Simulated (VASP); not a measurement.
Input of a VASP 6.6.1 run:

File POSCAR:

```
Sb
1.0
    0.0000000000      3.4763916626      3.4763916626
    3.4763916626      0.0000000000      3.4763916626
    3.4763916626      3.4763916626      0.0000000000
Sb
2
Direct
    0.0000000000      0.0000000000      0.0000000000
    0.2500000000      0.2500000000      0.2500000000
```

File INCAR.step1:

```
SYSTEM = Sb
PREC     = Accurate       ! precision mode
ENCUT    = 520            ! plane-wave cutoff, eV
ISMEAR   = -1             ! smearing method
SIGMA    = 0.1            ! smearing width, eV
LREAL    = .FALSE.        ! projectors in reciprocal space
LASPH    = .TRUE.         ! aspherical terms in the spheres
NELM     = 80             ! most SCF steps
NBANDS   = 12             ! bands
GGA      = PE             ! functional
ALGO     = Normal         ! electronic algorithm
EDIFF    = 1E-4           ! SCF threshold, eV
LWAVE    = .TRUE.         ! write WAVECAR
LCHARG   = .FALSE.        ! write CHGCAR
```

The input INCAR.step2:

```
SYSTEM = Sb
PREC     = Accurate       ! precision mode
ENCUT    = 520            ! plane-wave cutoff, eV
EDIFF    = 1E-6           ! SCF threshold, eV
ISMEAR   = -1             ! smearing method
SIGMA    = 0.1            ! smearing width, eV
LREAL    = .FALSE.        ! projectors in reciprocal space
LASPH    = .TRUE.         ! aspherical terms in the spheres
NELM     = 80             ! most SCF steps
ALGO     = Normal         ! electronic algorithm
ISIF     = 2              ! what is computed and relaxed
LWAVE    = .FALSE.        ! write WAVECAR
LCHARG   = .FALSE.        ! write CHGCAR
METAGGA  = R2SCAN         ! meta-GGA
LMIXTAU  = .TRUE.       
NBANDS   = 12             ! bands
ISTART   = 1
```

File KPOINTS:

```
Automatic mesh
0
G
  6 6 6
  0 0 0
```

Potentials or basis: VASP PAW PBE potentials, release 64 (Sb).

Run with:

```sh
$ cat potpaw_PBE.64/Sb/POTCAR > POTCAR
$ cp INCAR.step1 INCAR
$ mpirun -np 1 vasp_std > vasp.out
$ cp INCAR.step2 INCAR
$ mpirun -np 1 vasp_std > vasp.out
```

Q: Estimate the pressure.

A: 0.1 GPa.

Q: Predict the band gap on the k mesh.

A: Zero (band 5 reaches 4.36 eV, above the bottom of band 6 at 3.49 eV).

Caveat: the PAW data sets were made with another functional, which shifts forces and pressure a little; spin-orbit coupling is left out, which moves the levels of the heavy elements.
